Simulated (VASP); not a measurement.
# Sc9Al5 in VASP: single point with PBEsol

Aim: the single point of Sc9Al5 with PBEsol.

Everything below comes from runs of VASP 6.6.1. Logs are shortened: lines on timing, memory, paths and dates and some standing lists are left out, and cuts for length are marked.

### Step 1. The cell of the first run

The cell holds a slab with vacuum, 14 atoms: a = 4.851 Å, b = 4.851 Å, c = 27.171 Å, α = 90.00°, β = 90.00°, γ = 120.00°.

### Step 2. Single point, PBEsol

File INCAR:

```
SYSTEM = Sc9Al5
PREC = Accurate ; ENCUT = 520
EDIFF = 1E-6 ; ISMEAR = 0
SIGMA = 0.1 ; LREAL = .False.
LASPH = .True. ; NELM = 100
ALGO = Normal ; ISIF = 2
LWAVE = .False. ; LCHARG = .True.
LDIPOL = .True. ; IDIPOL = 3
DIPOL = 0.5 0.5 0.500 ; GGA = PS
LELF = .True. ; LVHAR = .True.
LVACPOTAV = .True. ; NBANDS = 70
```

File KPOINTS:

```
regular mesh
0
Gamma
  9 9 1
  0 0 0
```

File POSCAR:

```
Sc9Al5
1.0
    4.8508989706      0.0000000000      0.0000000000
   -2.4254494853      4.2010017397      0.0000000000
    0.0000000000      0.0000000000     27.1709026470
Sc Al
9 5
Direct
    0.6666666667      0.3333333333      0.2750868422
    0.0000000000      0.0000000000      0.3282067178
    0.3333333333      0.6666666667      0.3893094298
    0.0000000000      0.0000000000      0.4446652386
    0.6666666667      0.3333333333      0.4999999984
    0.0000000000      0.0000000000      0.5553347464
    0.3333333333      0.6666666667      0.6106905745
    0.0000000000      0.0000000000      0.6717932879
    0.6666666667      0.3333333333      0.7249131634
    0.3333333333      0.6666666667      0.2843427204
    0.6666666667      0.3333333333      0.3865411431
    0.3333333333      0.6666666667      0.4999999922
    0.6666666667      0.3333333333      0.6134588663
    0.3333333333      0.6666666667      0.7156572790
```

Potentials or basis: VASP PAW PBE potentials, release 64 (Sc_sv, Al).

Command:

```
cat potpaw_PBE.64/Sc_sv/POTCAR potpaw_PBE.64/Al/POTCAR > POTCAR
mpirun -np 1 vasp_std > vasp.out
```

OUTCAR:

```text
SYSTEM = Sc9Al5
   PREC = Accurate
   ENCUT = 520
   EDIFF = 1E-6
   ISMEAR = 0
   LREAL = .False.
   LASPH = .True.
   NELM = 100
   ISIF = 2
   GGA = PS

 ion  position               nearest neighbor table
   1  0.667  0.333  0.275-  10 2.81  10 2.81  10 2.81  11 3.03   2 3.15   2 3.15   2 3.15
   2  0.000  0.000  0.328-  10 3.04  10 3.04  10 3.04   1 3.15   1 3.15   1 3.15   4 3.16  11 3.22
                            11 3.22  11 3.22   3 3.26   3 3.26   3 3.26
   3  0.333  0.667  0.389-  11 2.80  11 2.80  11 2.80  10 2.85  12 3.01   4 3.18   4 3.18   4 3.18
                             2 3.26   2 3.26   2 3.26
   4  0.000  0.000  0.445-   6 3.01   2 3.16  12 3.18  12 3.18  12 3.18   5 3.18   5 3.18   5 3.18
                             3 3.18   3 3.18   3 3.18  11 3.22  11 3.22  11 3.22
   5  0.667  0.333  0.500-  12 2.80  12 2.80  12 2.80  11 3.08  13 3.08   6 3.18   6 3.18   6 3.18
                             4 3.18   4 3.18   4 3.18
   6  0.000  0.000  0.555-   4 3.01   8 3.16   5 3.18   5 3.18   5 3.18  12 3.18  12 3.18  12 3.18
                             7 3.18   7 3.18   7 3.18  13 3.22  13 3.22  13 3.22
   7  0.333  0.667  0.611-  13 2.80  13 2.80  13 2.80  14 2.85  12 3.01   6 3.18   6 3.18   6 3.18
                             8 3.26   8 3.26   8 3.26
   8  0.000  0.000  0.672-  14 3.04  14 3.04  14 3.04   9 3.15   9 3.15   9 3.15   6 3.16  13 3.22
                            13 3.22  13 3.22   7 3.26   7 3.26   7 3.26
   9  0.667  0.333  0.725-  14 2.81  14 2.81  14 2.81  13 3.03   8 3.15   8 3.15   8 3.15
  10  0.333  0.667  0.284-   1 2.81   1 2.81   1 2.81   3 2.85   2 3.04   2 3.04   2 3.04
  11  0.667  0.333  0.387-   3 2.80   3 2.80   3 2.80   1 3.03   5 3.08   4 3.22   4 3.22   4 3.22
                             2 3.22   2 3.22   2 3.22
  12  0.333  0.667  0.500-   5 2.80   5 2.80   5 2.80   3 3.01   7 3.01   4 3.18   4 3.18   4 3.18
                             6 3.18   6 3.18   6 3.18
  13  0.667  0.333  0.613-   7 2.80   7 2.80   7 2.80   9 3.03   5 3.08   6 3.22   6 3.22   6 3.22
                             8 3.22   8 3.22   8 3.22
  14  0.333  0.667  0.716-   9 2.81   9 2.81   9 2.81   7 2.85   8 3.04   8 3.04   8 3.04

  LATTYP: Found a hexagonal cell.
 ALAT       =     4.8508989706
 C/A-ratio  =     5.6012097575

  Lattice vectors:

 A1 = (   4.8508989706,   0.0000000000,   0.0000000000)
 A2 = (  -2.4254494853,   4.2010017397,   0.0000000000)
 A3 = (   0.0000000000,   0.0000000000,  27.1709026470)

Analysis of symmetry for initial positions (statically):
=====================================================================
 Subroutine PRICEL returns:
 Original cell was already a primitive cell.

 Routine SETGRP: Setting up the symmetry group for a
 hexagonal supercell.

 Subroutine GETGRP returns: Found 12 space group operations
 (whereof 12 operations were pure point group operations)
 out of a pool of 24 trial point group operations.

The static configuration has the point symmetry D_3h.

Analysis of symmetry for dynamics (positions and initial velocities):
=====================================================================
 Subroutine PRICEL returns:
 Original cell was already a primitive cell.

 Routine SETGRP: Setting up the symmetry group for a
 hexagonal supercell.

 Subroutine GETGRP returns: Found 12 space group operations
 (whereof 12 operations were pure point group operations)
 out of a pool of 24 trial point group operations.

The dynamic configuration has the point symmetry D_3h.

 Subroutine INISYM returns: Found 12 space group operations
 (whereof 12 operations are pure point group operations),
 and found     1 'primitive' translations

----------------------------------------------------------------------------------------

                                     Primitive cell

  volume of cell :     553.7059

  direct lattice vectors                    reciprocal lattice vectors
     4.850898971  0.000000000  0.000000000     0.206147357  0.119019232  0.000000000
    -2.425449485  4.201001740  0.000000000     0.000000000  0.238038464  0.000000000
     0.000000000  0.000000000 27.170902647     0.000000000  0.000000000  0.036804077

  length of vectors
     4.850898971  4.850898971 27.170902647     0.238038464  0.238038464  0.036804077

  position of ions in fractional coordinates (direct lattice)
     0.666666667  0.333333333  0.275086842
     0.000000000  0.000000000  0.328206718
     0.333333333  0.666666667  0.389309430
     0.000000000  0.000000000  0.444665239
     0.666666667  0.333333333  0.499999998
[... 57 lines left out ...]
  0.222222  0.000000  0.000000      6.000000
  0.333333  0.000000  0.000000      6.000000
  0.444444  0.000000  0.000000      6.000000
  0.111111  0.111111  0.000000      6.000000
  0.222222  0.111111  0.000000     12.000000
  0.333333  0.111111  0.000000     12.000000
  0.444444  0.111111  0.000000      6.000000
  0.222222  0.222222  0.000000      6.000000
  0.333333  0.222222  0.000000     12.000000
  0.333333  0.333333  0.000000      2.000000
   k-points           NKPTS =     12   k-points in BZ     NKDIM =     12   number of bands    NBANDS=     70
   number of dos      NEDOS =    301   number of ions     NIONS =     14
   total plane-waves  NPLWV = 272160
   dimension x,y,z NGX =    36 NGY =   36 NGZ =  210
   dimension x,y,z NGXF=    72 NGYF=   72 NGZF=  420
   ions per type =               9   5
   NGX,Y,Z   is equivalent  to a cutoff of  12.34, 12.34, 12.85 a.u.
   NGXF,Y,Z  is equivalent  to a cutoff of  24.68, 24.68, 25.70 a.u.
 SYSTEM =  Sc9Al5
   PREC   = accura    normal or accurate (medium, high low for compatibility)
   ISTART =      0    job   : 0-new  1-cont  2-samecut
   ICHARG =      2    charge: 1-file 2-atom 10-const
   ISPIN  =      1    spin polarized calculation?
   LNONCOLLINEAR =      F non collinear calculations
   LSORBIT =      F    spin-orbit coupling
   LASPH  =      T    aspherical Exc in radial PAW
   ENCUT  =  520.0 eV  38.22 Ry    6.18 a.u.   9.02  9.02 50.52*2*pi/ulx,y,z
   NELM   =    100;   NELMIN=  2; NELMDL= -5     # of ELM steps
   EDIFF  = 0.1E-05   stopping-criterion for ELM
   LREAL  =      F    real-space projection
   EDIFFG = 0.1E-04   stopping-criterion for IOM
   NSW    =      0    number of steps for IOM
   IBRION =     -1    ionic relax: 0-MD 1-quasi-New 2-CG
   NFREE  =      0    steps in history (QN), initial steepest desc. (CG)
   ISIF   =      2    stress and relaxation
   ISYM   =      2    0-nonsym 1-usesym 2-fastsym
   POTIM  = 0.5000    time-step for ionic-motion
   TEBEG  =    0.0;   TEEND  =   0.0 temperature during run
   PSTRESS=    0.0 pullay stress
   NELECT =     114.0000    total number of electrons
   NUPDOWN=      -1.0000    fix difference up-down
   EMIN   =  10.00;   EMAX   =-10.00  energy-range for DOS
   EFERMI =   0.00;   METHOD = LEGACY
   ISMEAR =     0;   SIGMA  =   0.10  broadening in eV -4-tet -1-fermi 0-gaus
   EFERMI_NEDOS =   21; number of points for ismear=-14 and -15
   IALGO  =     38    algorithm
   IMIX   =      4    mixing-type and parameters
     AMIX     =   0.40;   BMIX     =  1.00
     AMIX_MAG =   1.60;   BMIX_MAG =  1.00
  volume/ion in A,a.u.               =      39.55       266.90
  Fermi-wavevector in a.u.,A,eV,Ry     =   0.966681  1.826763 12.714278  0.934473
  Thomas-Fermi vector in A             =   2.096504
   LORBIT       =      0    0 simple, 1 ext, 2 COOP (PROOUT), +10 PAW based schemes
   GGA     = PS    functional components
   LHFCALC =     F    Hartree Fock is set to
   AEXX    =    0.0000 exact exchange contribution
   IVDW    =     0    specifies the selected vdW correction
   LEPSILON=     F    determine dielectric tensor
   LRPA    =     F    only Hartree local field effects (RPA)
 non-spin polarized calculation
 Gauss-broadening in eV      SIGMA  =   0.10
  energy-cutoff  :      520.00
  volume of cell :      553.71
 maximum number of plane-waves:     14997
   NGX = 19   NGY = 19   NGZ =101

 dipolmoment           0.000000      0.000000     -0.000000 electrons x Angstroem

 number of electron     113.9999990 magnetization

 dipolmoment           0.000000      0.000000      0.000000 electrons x Angstroem

 Free energy of the ion-electron system (eV)
  ---------------------------------------------------
  ext. energy  EPLUGINS =         0.00000000
  ---------------------------------------------------
  free energy    TOTEN  =       -81.06451468 eV

  energy without entropy =      -80.99810115  energy(sigma->0) =      -81.03130792

 E-fermi :   0.8782     XC(G=0):  -6.0303

 val. band max:        0.8652783449   @ k =   0.0000   0.0000   0.0000
 cond. band min:       0.8896425707   @ k =   0.3333   0.3333   0.0000
 fundamental gap:      0.0243642258
 Fermi energy:         0.8781511197

 k-point     1 :       0.0000    0.0000    0.0000
  band No.  band energies     occupation
      1     -48.7317      2.00000
      2     -48.7317      2.00000
      3     -48.4751      2.00000
      4     -48.4750      2.00000
      5     -48.3282      2.00000
      6     -48.2929      2.00000
[... 853 lines left out ...]
     68       2.0348      0.00000
     69       2.1198      0.00000
 [bands above 69 left out]

------------------------ aborting loop because EDIFF is reached ----------------------------------------

  FORCE on cell =-STRESS in cart. coord.  units (eV):
  Direction    XX          YY          ZZ          XY          YZ          ZX
  --------------------------------------------------------------------------------------
  -------------------------------------------------------------------------------------
  Total       -1.5870070     -1.5870070      0.1546547     -0.0000000      0.0000000     -0.0000000
  in kB       -4.5920887     -4.5920887      0.4475015     -0.0000000      0.0000000     -0.0000000
  external PRESSURE =      -2.9122253 kB  Pullay stress =       0.0000000 kB

 VOLUME and BASIS-vectors are now :
 -----------------------------------------------------------------------------
  energy-cutoff  :      520.00
  volume of cell :      553.71
      direct lattice vectors                 reciprocal lattice vectors
     4.850898971  0.000000000  0.000000000     0.206147357  0.119019232  0.000000000
    -2.425449485  4.201001740  0.000000000     0.000000000  0.238038464  0.000000000
     0.000000000  0.000000000 27.170902647     0.000000000  0.000000000  0.036804077

 POSITION                                       TOTAL-FORCE (eV/Angst)
 -----------------------------------------------------------------------------------
      2.42545      1.40033      7.47436        -0.000000      0.000000     -0.020649
      0.00000      0.00000      8.91767         0.000000      0.000000      0.003838
     -0.00000      2.80067     10.57789        -0.000000      0.000000     -0.003972
      0.00000      0.00000     12.08196         0.000000      0.000000      0.003322
      2.42545      1.40033     13.58545         0.000000     -0.000000      0.000000
      0.00000      0.00000     15.08895         0.000000      0.000000     -0.003322
     -0.00000      2.80067     16.59301        -0.000000      0.000000      0.003972
      0.00000      0.00000     18.25323         0.000000      0.000000     -0.003838
      2.42545      1.40033     19.69654        -0.000000      0.000000      0.020649
     -0.00000      2.80067      7.72585         0.000000      0.000000      0.006324
      2.42545      1.40033     10.50267         0.000000      0.000000     -0.017900
     -0.00000      2.80067     13.58545        -0.000000      0.000000      0.000000
      2.42545      1.40033     16.66823         0.000000      0.000000      0.017900
     -0.00000      2.80067     19.44505         0.000000      0.000000     -0.006324
 -----------------------------------------------------------------------------------
    total drift:                               -0.000000      0.000000      0.000029

  FREE ENERGIE OF THE ION-ELECTRON SYSTEM (eV)
  ---------------------------------------------------
  free  energy   TOTEN  =       -81.0645146806 eV

  energy  without entropy=      -80.9981011495  energy(sigma->0) =      -81.03130792

 vacuum level on the upper side and lower side of the slab         4.556         4.556
```

Wall time 20 min (1 thread of Intel Xeon Platinum 8375C at 2.90GHz (Ice Lake), shared host); peak memory 0.78 GiB.

What came out:

```yaml
Free_energy: -81.0645 eV
Largest_force: 0.021 eV/Å
Band_gap_on_the_k_mesh: zero (bands 57 and 58 overlap by 0.11 eV)
```

Forces on the atoms (eV/Å):
```
Sc   0.000  0.000 -0.021
Sc   0.000  0.000  0.004
Sc   0.000  0.000 -0.004
Sc   0.000  0.000  0.003
Sc   0.000  0.000  0.000
Sc   0.000  0.000 -0.003
Sc   0.000  0.000  0.004
Sc   0.000  0.000 -0.004
Sc   0.000  0.000  0.021
Al   0.000  0.000  0.006
Al   0.000  0.000 -0.018
Al   0.000  0.000  0.000
Al   0.000  0.000  0.018
Al   0.000  0.000 -0.006
```

Levels at points of the mesh, in eV from the Fermi level:
| k point | band 54 | band 55 | band 56 | band 57 | band 58 | band 59 | band 60 | band 61 |
| --- | --- | --- | --- | --- | --- | --- | --- | --- |
| (0.00, 0.00, 0.00) | -0.56 | -0.56 | -0.07 | -0.07 | -0.01 | -0.01 | 0.06 | 0.06 |

Caveat: the PAW data sets were made with another functional, which shifts forces and pressure a little.
